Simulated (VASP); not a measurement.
The system is CaSi2N2.

```
Ca Si N
1.0
    -2.01730    2.50146    3.62556
     2.01730   -2.50146    3.62556
     2.01730    2.50146   -3.62556
Ca Si N
1 2 2
Direct
  0.00000 0.00000 0.00000
  0.74185 0.50000 0.24185
  0.25815 0.50000 0.75815
  0.69840 0.19840 0.50000
  0.30160 0.80160 0.50000
```

The cell was built from a structure type or drawn by symmetry, and may not be a known phase.

```yaml
Program: VASP 6.6.1
Task: relaxation of cell and atoms
Functional: PBE
Potentials_or_basis: VASP PAW PBE potentials, release 64 (Ca_sv, Si, N)
Cutoff: 600 eV
k_mesh: 6 × 6 × 6
Occupations: gaussian, width 0.1 eV
Spin: no spin polarisation
```

At the start: pressure 1.9 GPa; volume 14.64 Å³/atom.

Question: Where does the relaxation end?

Answer: Over 42 steps the energy falls by 1759.4 meV/atom and the volume is 15.50 Å³/atom (+5.9 %); space group Immm (No. 71, to 0.1 Å) before and after.

Step by step:
```
step  energy change (eV)  largest force (eV/Å)  pressure (GPa)  volume (Å³)
   1              0.0000                4.0813            1.85        73.18
   3             -3.0417                3.3004           -3.97        73.49
   5             -4.7316                2.8945           17.31        62.42
   7             -5.7332                3.0534           19.92        67.82
   9             -7.1324                1.4096            6.01        78.60
  11             -7.2064                2.2624            5.12        82.75
  13             -7.3869                0.7369           -2.29        85.63
  15             -7.5132                0.6643           -1.90        84.35
  17             -8.4868                0.3838            8.96        71.92
  19             -8.4757                2.2484            3.32        74.47
  21             -8.5450                1.1828            6.51        72.86
  23             -8.5640                0.1331            6.46        73.04
  25             -8.6828                0.3291            0.37        76.90
  27             -8.7228                0.0525           -0.72        78.53
  29             -8.7571                0.4794           -0.14        79.63
  31             -8.7669                0.2333           -0.66        79.82
  33             -8.7775                0.1123           -0.96        79.36
  35             -8.7887                0.5872            0.58        77.73
  37             -8.7960                0.0394            0.61        77.00
  39             -8.7965                0.0349            0.41        77.19
  41             -8.7968                0.0539            0.00        77.46
  42             -8.7969                0.0276            0.00        77.51
```

Final structure:
```xyz
5
Lattice="-2.8769 2.2109 3.0467 2.8769 -2.2109 3.0467 2.8769 2.2109 -3.0467" Properties=species:S:1:pos:R:3 pbc="T T T"
Ca    0.0000    0.0000    0.0000
Si    0.0000    1.0580    3.0467
Si    2.8769    1.1529    0.0000
N     0.0000    2.2109    1.7200
N     2.8769    0.0000    1.3266
```
